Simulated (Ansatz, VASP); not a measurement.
**Rh: VASP beside Ansatz**

File INCAR:

```
SYSTEM = Rh
PREC = Accurate
ENCUT = 520
EDIFF = 1E-6
ISMEAR = 0
SIGMA = 0.15
LREAL = .False.
LASPH = .True.
NELM = 80
ALGO = Fast
ISIF = 2
LWAVE = .False.
LCHARG = .False.
NBANDS = 14
```

File KPOINTS:

```
Automatic mesh
0
Gamma
  24 24 24
  0 0 0
```

Contents of POSCAR:

```
Rh
1.0
    0.0000000000      1.6941737416      2.3955616707
    1.6941737416      0.0000000000      2.3955616707
    1.6941737416      1.6941737416      0.0000000000
Rh
1
Direct
    0.0000000000      0.0000000000      0.0000000000
```

Input for Ansatz:

```yaml
crystal:
  lattice:
    - [0.0, 1.6941737416, 2.3955616707]
    - [1.6941737416, 0.0, 2.3955616707]
    - [1.6941737416, 1.6941737416, 0.0]
  atoms:
    - { symbol: Rh, position: [0.0, 0.0, 0.0] }
basis:
  ecutwfc: 420
kpoints:
  mp_grid: { grid: [24, 24, 24] }
hamiltonian:
  xc: lda
scf:
  occupations: { method: gaussian, width: 0.15 }
output:
  forces: true
  stress: true
  eigenvalues: true
```

Alike in both runs: task single point; functional LDA; k mesh 24 × 24 × 24; occupations gaussian, width 0.15 eV; no spin polarisation.

```csv
,VASP,Ansatz
version,VASP 6.6.1,Ansatz 0.2.0
potentials or method,"VASP PAW LDA potentials, release 64 (Rh_pv), cutoff 520 eV","scalar-relativistic, plane waves, PAW"
valence electrons in the cell,15,17
```

Ansatz gave:

```
gap on the k mesh at the Fermi level (eV)                     : none
pressure (GPa)                                                : 11.6
traceless stress, the component that is largest in VASP (GPa) : -45.29
```

Question: What did VASP give for the same quantities?

Answer: gap on the k mesh at the Fermi level (eV): none; pressure (GPa): 12.6; traceless stress, the component that is largest in VASP (GPa): -45.67.

LDA's correlation is that of Perdew and Zunger in VASP and of Perdew and Wang (1992) in Ansatz. A gap of «none» marks a metal or a gap that the smearing closes. VASP's potentials hold 15 valence electrons a cell and Ansatz's 17, so a difference there can come from the potentials and not from the codes.
